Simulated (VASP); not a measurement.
# Si in VASP: a series of runs

Si is run at these levels: PBE+D3(BJ); tasks: single point.

All numbers are computed with VASP 6.6.1; they aren't measurements. Logs are shortened: lines on timing, memory, paths and dates and some standing lists are left out, and cuts for length are marked.

## Step 1: The cell of the first run

The cell holds a slab with vacuum, 4 atoms: a = 3.847 Å, b = 3.847 Å, c = 18.445 Å, α = 90.00°, β = 90.00°, γ = 120.00°.

## Step 2: Single point, PBE+D3(BJ)

INCAR

```
SYSTEM = Si
PREC     = Accurate       ! precision mode
ENCUT    = 520            ! plane-wave cutoff, eV
EDIFF    = 1E-6           ! SCF threshold, eV
ISMEAR   = 0              ! smearing method
SIGMA    = 0.1            ! smearing width, eV
LREAL    = .False.        ! projectors in reciprocal space
LASPH    = .True.         ! aspherical terms in the spheres
NELM     = 100            ! most SCF steps
ALGO     = Normal         ! electronic algorithm
ISIF     = 2              ! what is computed and relaxed
LWAVE    = .False.        ! write WAVECAR
LCHARG   = .False.        ! write CHGCAR
LDIPOL   = .True.       
IDIPOL   = 3            
DIPOL    = 0.5 0.5 0.413
GGA      = PE             ! functional
IVDW     = 12             ! dispersion correction
NBANDS   = 16             ! bands
```

KPOINTS

```
Automatic mesh
0
Gamma
  9 9 1
  0 0 0
```

POSCAR

```
Si
1.0
    3.8472023583      0.0000000000      0.0000000000
   -1.9236011791      3.3317749758      0.0000000000
    0.0000000000      0.0000000000     18.4446971457
Si
4
Direct
    0.3333333333      0.6666666667      0.2695814701
    0.6666666667      0.3333333333      0.2439725610
    0.4444444444      0.5555555556      0.5825358400
    0.7777777778      0.2222222222      0.5569269309
```

Potentials or basis: VASP PAW PBE potentials, release 64 (Si).

Started as:

```console
cat potpaw_PBE.64/Si/POTCAR > POTCAR
mpirun -np 1 vasp_std > vasp.out
```

OUTCAR:

```text
SYSTEM = Si
   PREC = Accurate
   ENCUT = 520
   EDIFF = 1E-6
   ISMEAR = 0
   LREAL = .False.
   LASPH = .True.
   NELM = 100
   ISIF = 2
   GGA = PE
   IVDW = 12
 IVDW          = 12

 ion  position               nearest neighbor table
   1  0.333  0.667  0.270-   2 2.27   2 2.27   2 2.27
   2  0.667  0.333  0.244-   1 2.27   1 2.27   1 2.27
   3  0.444  0.556  0.583-   4 2.27   4 2.27   4 2.27
   4  0.778  0.222  0.557-   3 2.27   3 2.27   3 2.27

  LATTYP: Found a hexagonal cell.
 ALAT       =     3.8472023583
 C/A-ratio  =     4.7943142647

  Lattice vectors:

 A1 = (   3.8472023583,   0.0000000000,   0.0000000000)
 A2 = (  -1.9236011791,   3.3317749758,   0.0000000000)
 A3 = (   0.0000000000,   0.0000000000,  18.4446971457)

Analysis of symmetry for initial positions (statically):
=====================================================================
 Subroutine PRICEL returns:
 Original cell was already a primitive cell.

 Routine SETGRP: Setting up the symmetry group for a
 hexagonal supercell.

 Subroutine GETGRP returns: Found  4 space group operations
 (whereof  2 operations were pure point group operations)
 out of a pool of 24 trial point group operations.

The static configuration has the point symmetry C_1h.
 The point group associated with its full space group is C_2h.

Analysis of symmetry for dynamics (positions and initial velocities):
=====================================================================
 Subroutine PRICEL returns:
 Original cell was already a primitive cell.

 Routine SETGRP: Setting up the symmetry group for a
 hexagonal supercell.

 Subroutine GETGRP returns: Found  4 space group operations
 (whereof  2 operations were pure point group operations)
 out of a pool of 24 trial point group operations.

The dynamic configuration has the point symmetry C_1h.
 The point group associated with its full space group is C_2h.

 Subroutine INISYM returns: Found  4 space group operations
 (whereof  2 operations are pure point group operations),
 and found     1 'primitive' translations

----------------------------------------------------------------------------------------

                                     Primitive cell

  volume of cell :     236.4244

  direct lattice vectors                    reciprocal lattice vectors
     3.847202358  0.000000000  0.000000000     0.259929140  0.150070159  0.000000000
    -1.923601179  3.331774976  0.000000000     0.000000000  0.300140318  0.000000000
     0.000000000  0.000000000 18.444697146     0.000000000  0.000000000  0.054216125

  length of vectors
     3.847202358  3.847202358 18.444697146     0.300140318  0.300140318  0.054216125

  position of ions in fractional coordinates (direct lattice)
     0.333333333  0.666666667  0.269581470
     0.666666667  0.333333333  0.243972561
     0.444444444  0.555555556  0.582535840
     0.777777778  0.222222222  0.556926931

  ion indices of the primitive-cell ions
   primitive index   ion index
                 1           1
                 2           2
                 3           3
                 4           4

----------------------------------------------------------------------------------------

 KPOINTS: Automatic mesh

Automatic generation of k-mesh.
 Grid dimensions read from file:
 generate k-points for:    9    9    1

 Generating k-lattice:

  Cartesian coordinates                     Fractional coordinates (reciprocal lattice)
     0.028881016  0.016674462  0.000000000     0.111111111 -0.000000000  0.000000000
     0.000000000  0.033348924  0.000000000     0.000000000  0.111111111  0.000000000
     0.000000000  0.000000000  0.054216125     0.000000000  0.000000000  1.000000000

  Length of vectors
     0.033348924  0.033348924  0.054216125

  Shift w.r.t. Gamma in fractional coordinates (k-lattice)
     0.000000000  0.000000000  0.000000000

 Subroutine IBZKPT returns following result:
 ===========================================

 Found     25 irreducible k-points:

 Following reciprocal coordinates:
            Coordinates               Weight
  0.000000  0.000000  0.000000      1.000000
  0.111111  0.000000  0.000000      4.000000
 -0.111111  0.111111  0.000000      2.000000
  0.222222 -0.000000  0.000000      4.000000
 -0.222222  0.222222  0.000000      2.000000
  0.333333 -0.000000  0.000000      4.000000
[... 16 lines left out ...]
 -0.222222 -0.444444  0.000000      4.000000
  0.444444  0.333333  0.000000      4.000000
   k-points           NKPTS =     25   k-points in BZ     NKDIM =     25   number of bands    NBANDS=     16
   number of dos      NEDOS =    301   number of ions     NIONS =      4
   total plane-waves  NPLWV = 126000
   dimension x,y,z NGX =    30 NGY =   30 NGZ =  140
   dimension x,y,z NGXF=    60 NGYF=   60 NGZF=  280
   ions per type =               4
   NGX,Y,Z   is equivalent  to a cutoff of  12.96, 12.96, 12.62 a.u.
   NGXF,Y,Z  is equivalent  to a cutoff of  25.93, 25.93, 25.24 a.u.
 SYSTEM =  Si
   PREC   = accura    normal or accurate (medium, high low for compatibility)
   ISTART =      0    job   : 0-new  1-cont  2-samecut
   ICHARG =      2    charge: 1-file 2-atom 10-const
   ISPIN  =      1    spin polarized calculation?
   LNONCOLLINEAR =      F non collinear calculations
   LSORBIT =      F    spin-orbit coupling
   LASPH  =      T    aspherical Exc in radial PAW
   ENCUT  =  520.0 eV  38.22 Ry    6.18 a.u.   7.15  7.15 34.29*2*pi/ulx,y,z
   NELM   =    100;   NELMIN=  2; NELMDL= -5     # of ELM steps
   EDIFF  = 0.1E-05   stopping-criterion for ELM
   LREAL  =      F    real-space projection
   EDIFFG = 0.1E-04   stopping-criterion for IOM
   NSW    =      0    number of steps for IOM
   IBRION =     -1    ionic relax: 0-MD 1-quasi-New 2-CG
   NFREE  =      0    steps in history (QN), initial steepest desc. (CG)
   ISIF   =      2    stress and relaxation
   ISYM   =      2    0-nonsym 1-usesym 2-fastsym
   POTIM  = 0.5000    time-step for ionic-motion
   TEBEG  =    0.0;   TEEND  =   0.0 temperature during run
   PSTRESS=    0.0 pullay stress
   NELECT =      16.0000    total number of electrons
   NUPDOWN=      -1.0000    fix difference up-down
   EMIN   =  10.00;   EMAX   =-10.00  energy-range for DOS
   EFERMI =   0.00;   METHOD = LEGACY
   ISMEAR =     0;   SIGMA  =   0.10  broadening in eV -4-tet -1-fermi 0-gaus
   EFERMI_NEDOS =   21; number of points for ismear=-14 and -15
   IALGO  =     38    algorithm
   IMIX   =      4    mixing-type and parameters
     AMIX     =   0.40;   BMIX     =  1.00
     AMIX_MAG =   1.60;   BMIX_MAG =  1.00
  volume/ion in A,a.u.               =      59.11       398.87
  Fermi-wavevector in a.u.,A,eV,Ry     =   0.667141  1.260713  6.055636  0.445077
  Thomas-Fermi vector in A             =   1.741657
   LORBIT       =      0    0 simple, 1 ext, 2 COOP (PROOUT), +10 PAW based schemes
   GGA     = PE    functional components
   LHFCALC =     F    Hartree Fock is set to
   AEXX    =    0.0000 exact exchange contribution
   IVDW    =    12    specifies the selected vdW correction
   LEPSILON=     F    determine dielectric tensor
   LRPA    =     F    only Hartree local field effects (RPA)
 non-spin polarized calculation
 Gauss-broadening in eV      SIGMA  =   0.10
  energy-cutoff  :      520.00
  volume of cell :      236.42
 maximum number of plane-waves:      6399
 NGX is ok and might be reduce to    30
   NGX = 15   NGY = 15   NGZ = 69

 number of electron      16.0000001 magnetization

 dipolmoment           0.000000      0.000000     -0.000004 electrons x Angstroem

 Free energy of the ion-electron system (eV)
  ---------------------------------------------------
  ext. energy  EPLUGINS =         0.00000000
  ---------------------------------------------------
  free energy    TOTEN  =       -19.13238795 eV

  energy without entropy =      -19.12827196  energy(sigma->0) =      -19.13032996

 E-fermi :  -0.9848     XC(G=0):  -4.3741

 val. band max:       -1.0334761079   @ k =   0.3333   0.3333   0.0000
 cond. band min:      -0.9355304277   @ k =   0.3333   0.3333   0.0000
 fundamental gap:      0.0979456802
 Fermi energy:        -0.9848349918

 k-point     1 :       0.0000    0.0000    0.0000
  band No.  band energies     occupation
      1     -12.0923      2.00000
      2     -12.0843      2.00000
      3      -4.2729      2.00000
      4      -4.1028      2.00000
      5      -2.1725      2.00000
      6      -2.1715      2.00000
[... 8 lines left out ...]
     15       2.0622      0.00000
     16       2.0644      0.00000

 k-point     2 :       0.1111    0.0000    0.0000
  band No.  band energies     occupation
      1     -11.9468      2.00000
      2     -11.9388      2.00000
      3      -4.1776      2.00000
      4      -4.0222      2.00000
      5      -3.1319      2.00000
      6      -3.1212      2.00000
[... 8 lines left out ...]
     15       2.5838      0.00000
     16       2.5874      0.00000

 k-point     3 :      -0.1111    0.1111    0.0000
  band No.  band energies     occupation
      1     -11.9468      2.00000
      2     -11.9388      2.00000
      3      -4.1781      2.00000
      4      -4.0217      2.00000
      5      -3.1327      2.00000
      6      -3.1203      2.00000
[... 8 lines left out ...]
     15       2.5848      0.00000
     16       2.5865      0.00000

 k-point     4 :       0.2222   -0.0000    0.0000
  band No.  band energies     occupation
      1     -11.5162      2.00000
      2     -11.5084      2.00000
      3      -5.0008      2.00000
      4      -4.9958      2.00000
      5      -3.6056      2.00000
      6      -3.4482      2.00000
[... 8 lines left out ...]
     15       3.8775      0.00000
     16       3.8814      0.00000

 k-point     5 :      -0.2222    0.2222    0.0000
  band No.  band energies     occupation
      1     -11.5162      2.00000
      2     -11.5084      2.00000
      3      -5.0022      2.00000
      4      -4.9944      2.00000
      5      -3.6050      2.00000
      6      -3.4487      2.00000
[... 8 lines left out ...]
     15       3.8779      0.00000
     16       3.8809      0.00000

 k-point     6 :       0.3333   -0.0000    0.0000
  band No.  band energies     occupation
      1     -10.8283      2.00000
      2     -10.8209      2.00000
      3      -6.6186      2.00000
      4      -6.6122      2.00000
      5      -3.3186      2.00000
      6      -3.3166      2.00000
[... 8 lines left out ...]
     15       4.8581      0.00000
     16       5.3355      0.00000
[... 267 lines left out ...]
 k-point    21 :      -0.2222    0.4444    0.0000
  band No.  band energies     occupation
      1     -10.4203      2.00000
      2     -10.4130      2.00000
      3      -6.9922      2.00000
      4      -6.9871      2.00000
      5      -4.5443      2.00000
      6      -4.5377      2.00000
[... 8 lines left out ...]
     15       3.7438      0.00000
     16       3.9926      0.00000

 k-point    22 :       0.3333    0.2222    0.0000
  band No.  band energies     occupation
      1      -9.5994      2.00000
      2      -9.5931      2.00000
      3      -8.0498      2.00000
      4      -8.0437      2.00000
      5      -5.0392      2.00000
      6      -5.0331      2.00000
[... 8 lines left out ...]
     15       4.6253      0.00000
     16       5.1786      0.00000

 k-point    23 :      -0.2222   -0.4444    0.0000
  band No.  band energies     occupation
      1      -9.5995      2.00000
      2      -9.5930      2.00000
      3      -8.0498      2.00000
      4      -8.0436      2.00000
      5      -5.0395      2.00000
      6      -5.0329      2.00000
[... 8 lines left out ...]
     15       4.6452      0.00000
     16       5.1695      0.00000

 k-point    24 :       0.4444    0.3333    0.0000
  band No.  band energies     occupation
      1      -9.5996      2.00000
      2      -9.5930      2.00000
      3      -8.0491      2.00000
      4      -8.0442      2.00000
      5      -5.0400      2.00000
      6      -5.0323      2.00000
[... 8 lines left out ...]
     15       4.6394      0.00000
     16       5.1676      0.00000

 [... further k-points ...]

------------------------ aborting loop because EDIFF is reached ----------------------------------------

 vacuum level on the upper side and lower side of the slab       (xc-potential included)        -0.172        -0.166

 Edisp (eV)   -0.84025

 E8    (eV) :    -0.3579

  FORCE on cell =-STRESS in cart. coord.  units (eV):
  Direction    XX          YY          ZZ          XY          YZ          ZX
  --------------------------------------------------------------------------------------
  -------------------------------------------------------------------------------------
  Total      -0.05847    -0.06094    -0.37846    -0.00214    -0.00003     0.00006
  in kB      -0.39623    -0.41297    -2.56470    -0.01450    -0.00023     0.00039
  external pressure =       -1.12 kB  Pullay stress =        0.00 kB

 VOLUME and BASIS-vectors are now :
 -----------------------------------------------------------------------------
  energy-cutoff  :      520.00
  volume of cell :      236.42
      direct lattice vectors                 reciprocal lattice vectors
     3.847202358  0.000000000  0.000000000     0.259929140  0.150070159  0.000000000
    -1.923601179  3.331774976  0.000000000     0.000000000  0.300140318  0.000000000
     0.000000000  0.000000000 18.444697146     0.000000000  0.000000000  0.054216125

 POSITION                                       TOTAL-FORCE (eV/Angst)
 -----------------------------------------------------------------------------------
     -0.00000      2.22118      4.97235         0.000189     -0.000109      0.035167
      1.92360      1.11059      4.50000        -0.000159      0.000092      0.026133
      0.64120      1.85099     10.74470         0.000159     -0.000092     -0.026133
      2.56480      0.74039     10.27235        -0.000189      0.000109     -0.035167
 -----------------------------------------------------------------------------------
    total drift:                               -0.000000      0.000000     -0.000045

  FREE ENERGIE OF THE ION-ELECTRON SYSTEM (eV)
  ---------------------------------------------------
  free  energy   TOTEN  =       -19.9726420230 eV

  energy  without entropy=      -19.9685260383  energy(sigma->0) =      -19.97058403

 vacuum level on the upper side and lower side of the slab         3.471         3.480
```

Run time: 70 s. Hardware: 1 thread of AMD EPYC 9R45 (Zen 5), shared host; peak memory 0.33 GiB.

What came out:

```yaml
Free_energy: -19.9726 eV
Largest_force: 0.035 eV/Å
Band_gap_on_the_k_mesh: 0.10 eV, direct
Dispersion_energy_per_atom: -0.210 eV
```

Forces on the atoms (eV/Å):
```
Si   0.000  0.000  0.035
Si   0.000  0.000  0.026
Si   0.000  0.000 -0.026
Si   0.000  0.000 -0.035
```

## Step 3: Single point, PBE+D3(BJ)

INCAR

```
SYSTEM = Si
ALGO = Normal ; DIPOL = 0.5 0.5 0.364
EDIFF = 1E-7 ; ENCUT = 520
GGA = PE ; IDIPOL = 3
ISIF = 2 ; ISMEAR = 0
IVDW = 12 ; LASPH = .TRUE.
LCHARG = .TRUE. ; LDIPOL = .TRUE.
LELF = .TRUE. ; LREAL = .FALSE.
LVACPOTAV = .TRUE. ; LVHAR = .TRUE.
LWAVE = .FALSE. ; NBANDS = 16
NELM = 80 ; PREC = Accurate
SIGMA = 0.1
```

KPOINTS

```
k-points
0
G
  9 9 1
  0 0 0
```

Edit POSCAR of step 2 so:

```diff
@@ -10,3 +10,3 @@
     0.6666666667      0.3333333333      0.2439725610
-    0.4444444444      0.5555555556      0.5825358400
-    0.7777777778      0.2222222222      0.5569269309
+    0.5555555556      0.4444444444      0.4849468156
+    0.8888888889      0.1111111111      0.4593379065
```

Potentials or basis: VASP PAW PBE potentials, release 64 (Si).

Started as:

```console
cat potpaw_PBE.64/Si/POTCAR > POTCAR
mpirun -np 1 vasp_std > vasp.out
```

Wall time 79 s (1 thread of AMD EPYC 9R45 (Zen 5), shared host); peak memory 0.33 GiB.

It converged, with:

| Property | Result |
| --- | --- |
| Free energy | -20.2133 eV |
| Largest force | 0.167 eV/Å |
| Band gap on the k mesh | 0.48 eV, indirect (least direct gap 0.53 eV) |
| Dispersion energy per atom | -0.262 eV |

Forces on the atoms (eV/Å):
```
Si   0.000  0.000  0.167
Si  -0.018  0.010  0.017
Si   0.018 -0.010 -0.017
Si   0.000  0.000 -0.167
```

Levels at points of the mesh, in eV from the valence-band top:
```tsv
k point	band 4	band 5	band 6	band 7	band 8	band 9	band 10	band 11	band 12	band 13
(0.00, 0.00, 0.00)	-2.23	-0.94	-0.93	-0.89	-0.88	2.30	2.35	2.59	3.27	3.28
```

## Step 4: Single point, PBE+D3(BJ)

INCAR

```
PREC = Accurate
ENCUT = 520
EDIFF = 1E-7
ISMEAR = 0
SIGMA = 0.1
LREAL = False
LASPH = True
NELM = 60
ALGO = Normal
ISIF = 2
LWAVE = False
LCHARG = False
LDIPOL = True
IDIPOL = 3
DIPOL = 0.5 0.5 0.379
GGA = PE
IVDW = 12
NBANDS = 16
```

KPOINTS

```
regular mesh
0
Gamma
  9 9 1
```

Edit POSCAR of step 3 so:

```diff
@@ -10,3 +10,3 @@
     0.6666666667      0.3333333333      0.2439725610
-    0.5555555556      0.4444444444      0.4849468156
-    0.8888888889      0.1111111111      0.4593379065
+    0.5555555556      0.4444444444      0.5131392004
+    0.8888888889      0.1111111111      0.4875302913
```

Started as:

```console
cat potpaw_PBE.64/Si/POTCAR > POTCAR
mpirun -np 1 vasp_std > vasp.out
```

It took 77 s on 1 thread of AMD EPYC 9R45 (Zen 5), shared host; peak memory 0.33 GiB.

The run converged. Its results:

```
Free energy                : -20.1175 eV
Largest force              : 0.125 eV/Å
Band gap on the k mesh     : 0.40 eV, direct
Dispersion energy per atom : -0.240 eV
```

Forces on the atoms (eV/Å):
```
Si   0.006 -0.004  0.125
Si  -0.007  0.004  0.049
Si   0.007 -0.004 -0.049
Si  -0.006  0.004 -0.125
```

Levels at points of the mesh, in eV from the valence-band top:
```csv
k point,band 6,band 7,band 8,band 9,band 10,band 11
"(0.00, 0.00, 0.00)",-0.97,-0.95,-0.95,2.27,2.29,2.44
```

[end of part 1 of 2]
